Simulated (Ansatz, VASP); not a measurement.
## One calculation of Na2Zr, two programs

```xyz
6
Lattice="0.0000 3.8748 3.8748 3.8748 0.0000 3.8748 3.8748 3.8748 0.0000" Properties=species:S:1:pos:R:3 pbc="T T T"
Na    4.8435    4.8435    4.8435
Na    4.8435    2.9061    2.9061
Na    2.9061    2.9061    4.8435
Na    2.9061    4.8435    2.9061
Zr    0.0000    0.0000    0.0000
Zr    1.9374    1.9374    1.9374
```

Alike in both runs: task relaxation of cell and atoms; functional PBE; k mesh 4 × 4 × 4; occupations gaussian, width 0.1 eV; no spin polarisation.

|  | VASP | Ansatz |
| --- | --- | --- |
| version | VASP 6.6.1 | Ansatz 0.2.0 |
| potentials or method | VASP PAW PBE potentials, release 64 (Na_pv, Zr_sv), cutoff 600 eV | scalar-relativistic, plane waves, PAW |
| valence electrons in the cell | 52 | 60 |

|  | VASP | Ansatz | Ansatz less VASP |
| --- | --- | --- | --- |
| gap on the k mesh at the Fermi level, each at its own relaxed structure (eV) | none | none | - |
| relaxed volume (Å³/atom) | 26.01 | 25.66 | -0.344 |
| relaxed length of the cell vector where the two differ most in proportion (Å) | 6.043 | 6.016 | -0.0268 |

A gap of «none» marks a metal or a gap that the smearing closes. VASP's potentials hold 52 valence electrons a cell and Ansatz's 60, so a difference there can come from the potentials and not from the codes.

Noted on VASP's run: the volume moved by over 15 % at a fixed basis, so the end points are rough.
